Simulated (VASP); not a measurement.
GaAs (zincblende type): single point with PBE

The system is GaAs (zincblende type).

```
CELL_PARAMETERS angstrom
-2.87231 2.87231 0.00000
0.00000 0.00000 5.74461
2.87231 2.87231 0.00000
ATOMIC_POSITIONS crystal
Ga 0.00000 0.00000 0.00000
Ga 0.50000 0.50000 0.50000
As 0.00000 0.25000 0.50000
As 0.50000 0.75000 0.00000
```

* Program: VASP 6.6.1
* Task: single point
* Functional: PBE
* Potentials or basis: VASP PAW PBE potentials, release 64 (Ga_d, As)
* Cutoff: 520 eV
* k mesh: 8 × 5 × 8
* Occupations: fermi-dirac, width 0.02 eV
* Spin: no spin polarisation
* Dipole correction: no
* Further INCAR settings: ALGO = Normal; EDIFF = 1e-07; NBANDS = 26

```
Pressure               : 0.2 GPa
Band gap on the k mesh : 0.17 eV
```

Levels at points of the mesh, in eV from the valence-band top:
| k point | band 16 | band 17 | band 18 | band 19 | band 20 | band 21 |
| --- | --- | --- | --- | --- | --- | --- |
| (0.00, 0.00, 0.00) | 0.00 | 0.00 | 0.00 | 0.17 | 1.55 | 1.67 |
| (0.50, 0.00, 0.00) | -3.16 | -1.14 | -1.14 | 2.62 | 2.62 | 5.48 |
| (0.50, 0.00, 0.50) | -2.51 | -2.51 | -2.51 | 1.55 | 1.55 | 1.67 |

Run time: 3.7 min on 1 thread of AMD EPYC 7R13 (shared host), peak memory 0.22 GiB.
